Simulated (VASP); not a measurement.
# AlNi (Pm-3m) in VASP: notebook

The runs below take AlNi through relaxation of cell and atoms, single point, with PBE, BLYP, RPBE+D4.

Everything below comes from runs of VASP 6.6.1. Logs are shortened: lines on timing, memory, paths and dates and some standing lists are left out, and cuts for length are marked.

**1. The cell of the first run**

It takes space group Pm-3m (No. 221, cubic). The conventional cell has a = 2.881 Å, b = 2.881 Å, c = 2.881 Å, α = 90.00°, β = 90.00°, γ = 90.00°. Ni (site symmetry m-3m) has 8 Al at 2.50 Å and 6 Ni at 2.88 Å within 3.3 Å. Al (site symmetry m-3m) has 8 Ni at 2.50 Å and 6 Al at 2.88 Å within 3.3 Å.

**2. Relaxation of cell and atoms, PBE, collinear spin, ferromagnetic start**

The input, INCAR:

```
ALGO     = Normal         # electronic algorithm
EDIFF    = 1E-7           # SCF threshold, eV
EDIFFG   = -0.01          # ionic threshold
ENCUT    = 600            # plane-wave cutoff, eV
GGA      = PE             # functional
GGA_COMPAT= False        
IBRION   = 2              # ionic algorithm
ISIF     = 3              # what is computed and relaxed
ISMEAR   = -1             # smearing method
ISPIN    = 2              # spin polarisation
LASPH    = True           # aspherical terms in the spheres
LCHARG   = False          # write CHGCAR
LMAXMIX  = 4              # l up to which the mixer works
LORBIT   = 11             # projections on sites
LREAL    = False          # projectors in reciprocal space
LWAVE    = False          # write WAVECAR
MAGMOM   = 1 0            # initial moments
NELM     = 200            # most SCF steps
NELMIN   = 4            
NSW      = 60             # ionic steps
PREC     = Accurate       # precision mode
SIGMA    = 0.05           # smearing width, eV
```

The input, KPOINTS:

```
k-points
0
Gamma
  9 9 9
```

The input, POSCAR:

```
AlNi
1.0
    2.8810000000      0.0000000000      0.0000000000
    0.0000000000      2.8810000000      0.0000000000
    0.0000000000      0.0000000000      2.8810000000
Ni Al
1 1
Direct
    0.5000000000      0.5000000000      0.5000000000
    0.0000000000      0.0000000000      0.0000000000
```

Potentials or basis: VASP PAW PBE potentials, release 64 (Ni, Al).

Command:

```sh
> cat potpaw_PBE.64/Ni/POTCAR potpaw_PBE.64/Al/POTCAR > POTCAR
> mpirun -np 1 vasp_std > vasp.out
```

OUTCAR:

```text
EDIFF = 1E-7
   EDIFFG = -0.01
   ENCUT = 600
   GGA = PE
   IBRION = 2
   ISIF = 3
   ISMEAR = -1
   ISPIN = 2
   LASPH = True
   LORBIT = 11
   LREAL = False
   NELM = 200
   NELMIN = 4
   NSW = 60
   PREC = Accurate

 ion  position               nearest neighbor table
   1  0.500  0.500  0.500-   2 2.50   2 2.50   2 2.50   2 2.50   2 2.50   2 2.50   2 2.50   2 2.50

   2  0.000  0.000  0.000-   1 2.50   1 2.50   1 2.50   1 2.50   1 2.50   1 2.50   1 2.50   1 2.50

  LATTYP: Found a simple cubic cell.
 ALAT       =     2.8810000000

  Lattice vectors:

 A1 = (   2.8810000000,   0.0000000000,   0.0000000000)
 A2 = (   0.0000000000,   2.8810000000,   0.0000000000)
 A3 = (   0.0000000000,   0.0000000000,   2.8810000000)

Analysis of symmetry for initial positions (statically):
=====================================================================
 Subroutine PRICEL returns:
 Original cell was already a primitive cell.

 Routine SETGRP: Setting up the symmetry group for a
 simple cubic supercell.

 Subroutine GETGRP returns: Found 48 space group operations
 (whereof 48 operations were pure point group operations)
 out of a pool of 48 trial point group operations.

The static configuration has the point symmetry O_h .

Analysis of symmetry for dynamics (positions and initial velocities):
=====================================================================
 Subroutine PRICEL returns:
 Original cell was already a primitive cell.

 Routine SETGRP: Setting up the symmetry group for a
 simple cubic supercell.

 Subroutine GETGRP returns: Found 48 space group operations
 (whereof 48 operations were pure point group operations)
 out of a pool of 48 trial point group operations.

The dynamic configuration has the point symmetry O_h .

Analysis of structural, dynamic, and magnetic symmetry:
=====================================================================
 Subroutine PRICEL returns:
 Original cell was already a primitive cell.

 Routine SETGRP: Setting up the symmetry group for a
 simple cubic supercell.

 Subroutine GETGRP returns: Found 48 space group operations
 (whereof 48 operations were pure point group operations)
 out of a pool of 48 trial point group operations.

The overall configuration has the point symmetry O_h .

 Subroutine INISYM returns: Found 48 space group operations
 (whereof 48 operations are pure point group operations),
 and found     1 'primitive' translations

----------------------------------------------------------------------------------------

                                     Primitive cell

  volume of cell :      23.9128

  direct lattice vectors                    reciprocal lattice vectors
     2.881000000  0.000000000  0.000000000     0.347101701  0.000000000  0.000000000
[... 95 lines left out ...]
   TEBEG  =    0.0;   TEEND  =   0.0 temperature during run
   PSTRESS=    0.0 pullay stress
   NELECT =      13.0000    total number of electrons
   NUPDOWN=      -1.0000    fix difference up-down
   EMIN   =  10.00;   EMAX   =-10.00  energy-range for DOS
   EFERMI =   0.00;   METHOD = LEGACY
   ISMEAR =    -1;   SIGMA  =   0.05  broadening in eV -4-tet -1-fermi 0-gaus
   EFERMI_NEDOS =   21; number of points for ismear=-14 and -15
   IALGO  =     38    algorithm
   IMIX   =      4    mixing-type and parameters
     AMIX     =   0.40;   BMIX     =  1.00
     AMIX_MAG =   1.60;   BMIX_MAG =  1.00
  volume/ion in A,a.u.               =      11.96        80.69
  Fermi-wavevector in a.u.,A,eV,Ry     =   1.336122  2.524904 24.289410  1.785221
  Thomas-Fermi vector in A             =   2.464773
   LORBIT       =     11    0 simple, 1 ext, 2 COOP (PROOUT), +10 PAW based schemes
   GGA     = PE    functional components
   LHFCALC =     F    Hartree Fock is set to
   AEXX    =    0.0000 exact exchange contribution
   IVDW    =     0    specifies the selected vdW correction
   LEPSILON=     F    determine dielectric tensor
   LRPA    =     F    only Hartree local field effects (RPA)
 conjugate gradient relaxation of ions
 spin polarized calculation
  energy-cutoff  :      600.00
  volume of cell :       23.91
 maximum number of plane-waves:       812
 NGX is ok and might be reduce to    24
   NGX = 11   NGY = 11   NGZ = 11

--------------------------------------- Ionic step        1  -------------------------------------------

 number of electron      13.0000015 magnetization       0.0002451

 number of electron      13.0000015 magnetization      -0.0002578

 Free energy of the ion-electron system (eV)
  ---------------------------------------------------
  ext. energy  EPLUGINS =         0.00000000
  ---------------------------------------------------
  free energy    TOTEN  =       -10.53564384 eV

  energy without entropy =      -10.52900701  energy(sigma->0) =      -10.53232543

 E-fermi :  10.0231     XC(G=0): -12.0490

 val. band max:        9.9603812545   @ k =   0.3333   0.3333   0.0000
 cond. band min:      10.0706058798   @ k =   0.3333   0.1111   0.1111
 fundamental gap:      0.1102246253
 Fermi energy:        10.0230869870

 spin component 1

 k-point     1 :       0.0000    0.0000    0.0000
  band No.  band energies     occupation
      1      -1.1120      1.00000
      2       6.7881      1.00000
      3       6.7881      1.00000
      4       8.4705      1.00000
      5       8.4705      1.00000
      6       8.4705      1.00000
      7      15.5253      0.00000
      8      15.5253      0.00000
      9      15.5253      0.00000
     10      18.1470      0.00000
     11      18.1470      0.00000
[... 737 lines left out ...]
 number of electron      13.0000013 magnetization      -0.0000004

 number of electron      13.0000013 magnetization       0.0000003

 Free energy of the ion-electron system (eV)
  ---------------------------------------------------
  ext. energy  EPLUGINS =         0.00000000
  ---------------------------------------------------
  free energy    TOTEN  =       -10.53729156 eV

  energy without entropy =      -10.53051233  energy(sigma->0) =      -10.53390195

 E-fermi :   9.8669     XC(G=0): -11.9933

 val. band max:        9.8086321678   @ k =   0.3333   0.3333   0.0000
 cond. band min:       9.9122755499   @ k =   0.3333   0.1111   0.1111
 fundamental gap:      0.1036433821
 Fermi energy:         9.8669175561

 spin component 1

 k-point     1 :       0.0000    0.0000    0.0000
  band No.  band energies     occupation
      1      -1.1802      1.00000
      2       6.6903      1.00000
      3       6.6903      1.00000
      4       8.3412      1.00000
      5       8.3412      1.00000
      6       8.3412      1.00000
      7      15.3234      0.00000
      8      15.3234      0.00000
      9      15.3234      0.00000
     10      17.9567      0.00000
     11      17.9567      0.00000
[... 691 lines left out ...]
  FREE ENERGIE OF THE ION-ELECTRON SYSTEM (eV)
  ---------------------------------------------------
  free  energy   TOTEN  =       -10.5372915581 eV

  energy  without entropy=      -10.5305123345  energy(sigma->0) =      -10.53390195

 reached required accuracy - stopping structural energy minimisation

 total charge

# of ion       s       p       d       tot
------------------------------------------
    1        0.471   0.508   8.465   9.444
    2        0.383   0.408   0.000   0.791
--------------------------------------------------
tot          0.854   0.916   8.465  10.235

 magnetization (x)

# of ion       s       p       d       tot
------------------------------------------
    1       -0.000  -0.000  -0.000  -0.000
    2        0.000   0.000   0.000   0.000
--------------------------------------------------
tot         -0.000  -0.000  -0.000  -0.000
```

CONTCAR:

```text
AlNi
   1.00000000000000
     2.8921817335603239    0.0000000000000000    0.0000000000000000
    -0.0000000000000000    2.8921817335603239    0.0000000000000000
    -0.0000000000000000    0.0000000000000000    2.8921817335603239
  Ni              Al
     1     1
Direct
     0.5000000000000000    0.5000000000000000    0.5000000000000000
     0.0000000000000000    0.0000000000000000    0.0000000000000000

  0.00000000E+00  0.00000000E+00  0.00000000E+00
  0.00000000E+00  0.00000000E+00  0.00000000E+00
```

Wall time 64 s (1 thread of Intel Xeon 8259CL, shared host); peak memory 0.17 GiB.

What came out:

```
Free energy                                           : -10.5373 eV
Relaxed volume                                        : 12.10 Å³/atom
Relaxed cell                                          : a = 2.892 Å, b = 2.892 Å, c = 2.892 Å, α = 90.00°, β = 90.00°, γ = 90.00°
Space group after relaxing (to 0.05 Å)                : Pm-3m (No. 221)
Energy gained by relaxing                             : 0.8 meV/atom
Ionic steps                                           : 3
Pressure after relaxing                               : 0.0 GPa
Net moment                                            : 0.00 μB per cell
Valence electrons inside the program's atomic spheres : Ni 9.44; Al 0.79
```

The path:
| step | energy change (eV) | largest force (eV/Å) | pressure (GPa) | volume (Å³) |
| --- | --- | --- | --- | --- |
| 1 | 0.0000 | 0.0000 | 1.92 | 23.91 |
| 2 | -0.0007 | 0.0000 | -1.40 | 24.41 |
| 3 | -0.0016 | 0.0000 | 0.01 | 24.19 |

Final structure:
```
Ni Al
1.0
     2.89218    0.00000    0.00000
     0.00000    2.89218    0.00000
     0.00000    0.00000    2.89218
Ni Al
1 1
Direct
  0.50000 0.50000 0.50000
  0.00000 0.00000 0.00000
```

PBE usually gives volumes a little too large and moduli too small. Zero-point motion and thermal expansion aren't in these numbers.

(Part 1 of 4 ends here.)
